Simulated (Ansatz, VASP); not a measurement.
Si in VASP and in Ansatz

File INCAR:

```
ALGO = Fast
EDIFF = 1E-6
ENCUT = 520
GGA = CA
ISIF = 2
ISMEAR = 0
LASPH = True
LCHARG = False
LREAL = False
LWAVE = False
NBANDS = 36
NELM = 80
PREC = Accurate
SIGMA = 0.03
```

The input KPOINTS:

```
k-points
0
Gamma
  10 10 4
```

Contents of POSCAR:

```
Si
1.0
    2.6265185335     -5.4060217013      0.0000000000
    1.0303403543      4.8361216149      0.0000000000
    0.0000000000      0.0000000000     12.5702440454
Si
12
Direct
    0.7570666288      0.2429333712      0.9449750226
    0.2429333712      0.7570666288      0.0550249774
    0.7570666288      0.2429333712      0.5550249774
    0.2429333712      0.7570666288      0.4449750226
    0.4287015211      0.5712984789      0.1572276936
    0.5712984789      0.4287015211      0.8427723064
    0.4287015211      0.5712984789      0.3427723064
    0.5712984789      0.4287015211      0.6572276936
    0.9711041075      0.0288958925      0.9092746508
    0.0288958925      0.9711041075      0.0907253492
    0.9711041075      0.0288958925      0.5907253492
    0.0288958925      0.9711041075      0.4092746508
```

Input for Ansatz:

```yaml
crystal:
  lattice:
    - [2.6265185335, -5.4060217013, 0.0]
    - [1.0303403543, 4.8361216149, 0.0]
    - [0.0, 0.0, 12.5702440454]
  atoms:
    - { symbol: Si, position: [0.7570666288, 0.2429333712, 0.9449750226] }
    - { symbol: Si, position: [0.2429333712, 0.7570666288, 0.0550249774] }
    - { symbol: Si, position: [0.7570666288, 0.2429333712, 0.5550249774] }
    - { symbol: Si, position: [0.2429333712, 0.7570666288, 0.4449750226] }
    - { symbol: Si, position: [0.4287015211, 0.5712984789, 0.1572276936] }
    - { symbol: Si, position: [0.5712984789, 0.4287015211, 0.8427723064] }
    - { symbol: Si, position: [0.4287015211, 0.5712984789, 0.3427723064] }
    - { symbol: Si, position: [0.5712984789, 0.4287015211, 0.6572276936] }
    - { symbol: Si, position: [0.9711041075, 0.0288958925, 0.9092746508] }
    - { symbol: Si, position: [0.0288958925, 0.9711041075, 0.0907253492] }
    - { symbol: Si, position: [0.9711041075, 0.0288958925, 0.5907253492] }
    - { symbol: Si, position: [0.0288958925, 0.9711041075, 0.4092746508] }
basis:
  ecutwfc: 420
kpoints:
  mp_grid: { grid: [10, 10, 4] }
hamiltonian:
  xc: lda
  pseudopotentials: { kind: paw, azcp: { folder: soft_1 } }
scf:
  occupations: { method: gaussian, width: 0.03 }
output:
  forces: true
  stress: true
  eigenvalues: true
```

Change from the starting cell: engineering shear strain xy -0.3000, equal normal strain along x and y -0.0375.

Alike in both runs: task single point; functional LDA; k mesh 10 × 10 × 4; occupations gaussian, width 0.03 eV; no spin polarisation.

|  | VASP | Ansatz |
| --- | --- | --- |
| version | VASP 6.6.1 | Ansatz 0.2.0 |
| potentials or method | VASP PAW LDA potentials, release 64 (Si), cutoff 520 eV | scalar-relativistic, plane waves, PAW |
| valence electrons in the cell | 48 | 48 |

Ansatz gave:

```
gap on the k mesh at the Fermi level (eV)                     : none
pressure (GPa)                                                : 13.0
traceless stress, the component that is largest in VASP (GPa) : 19.19
rms of the force components (eV/Å)                            : 2.520
```

Problem. What did VASP give for the same quantities?

Solution. gap on the k mesh at the Fermi level (eV): none; pressure (GPa): 13.0; traceless stress, the component that is largest in VASP (GPa): 19.14; rms of the force components (eV/Å): 2.514.

Ansatz warns that its potentials were made for another functional, while VASP's fit it. LDA's correlation is that of Perdew and Zunger in VASP and of Perdew and Wang (1992) in Ansatz. Atom by atom the forces differ by 0.009 eV/Å (rms over components). A gap of «none» marks a metal or a gap that the smearing closes.
